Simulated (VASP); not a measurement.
The system is TiO2.

```
Ti O
1.0
     2.96826    0.00000    0.00000
     0.00021    4.70761    0.00000
     1.48357    0.24235    7.08346
Ti O
3 6
Direct
  0.00337 0.00039 0.00070
  0.34464 0.48026 0.31696
  0.66171 0.52047 0.68450
  0.44004 0.18544 0.12854
  0.77793 0.29773 0.45188
  0.10124 0.30895 0.80624
  0.90650 0.69184 0.19517
  0.22941 0.70301 0.54951
  0.56803 0.81530 0.87283
```

```yaml
Program: VASP 6.6.1
Task: relaxation of cell and atoms
Functional: LDA
Potentials_or_basis: VASP PAW LDA potentials, release 64 (Ti_sv, O)
Cutoff: 600 eV
k_mesh: 7 × 5 × 3
Occupations: fermi-dirac, width 0.05 eV
Spin: no spin polarisation
Hubbard_terms: Ti d U = 6.0 eV
```

At the start: pressure 3.3 GPa; volume 11.00 Å³/atom.

Question: Where does the relaxation end?

Answer: Over 16 steps the energy falls by 2.7 meV/atom and the volume is 11.10 Å³/atom (+1.0 %); space group C2/m (No. 12, to 0.1 Å) before and after.

The path:
```tsv
step	energy change (eV)	largest force (eV/Å)	pressure (GPa)	volume (Å³)
1	0.0000	0.2372	3.25	98.98
2	0.0196	0.4878	-5.09	102.21
3	-0.0195	0.1155	-0.34	100.30
4	-0.0229	0.0691	-0.21	100.24
5	-0.0230	0.0778	-0.20	100.23
6	-0.0233	0.1011	0.15	100.03
7	-0.0235	0.0407	0.02	100.11
8	-0.0238	0.0283	-0.02	100.09
9	-0.0241	0.0203	-0.10	100.05
10	-0.0241	0.0240	0.13	99.92
11	-0.0242	0.0200	0.06	99.96
12	-0.0242	0.0224	-0.05	99.99
13	-0.0242	0.0237	-0.06	99.99
14	-0.0243	0.0123	-0.05	99.97
15	-0.0243	0.0147	-0.01	99.94
16	-0.0243	0.0089	0.01	99.92
```

Final structure:
```yaml
crystal:
  lattice:
    - [3.00213, -0.00005, 0.00016]
    - [0.00013, 4.67356, 0.00468]
    - [1.50087, 0.24760, 7.12205]
  atoms:
    - { symbol: Ti, position: [0.00360, 0.00038, 0.00070] }
    - { symbol: Ti, position: [0.34542, 0.48071, 0.31714] }
    - { symbol: Ti, position: [0.66181, 0.52004, 0.68426] }
    - { symbol: O, position: [0.44037, 0.18621, 0.12731] }
    - { symbol: O, position: [0.77785, 0.29593, 0.45234] }
    - { symbol: O, position: [0.10109, 0.31006, 0.80580] }
    - { symbol: O, position: [0.90627, 0.69070, 0.19561] }
    - { symbol: O, position: [0.22946, 0.70482, 0.54907] }
    - { symbol: O, position: [0.56699, 0.81454, 0.87410] }
```
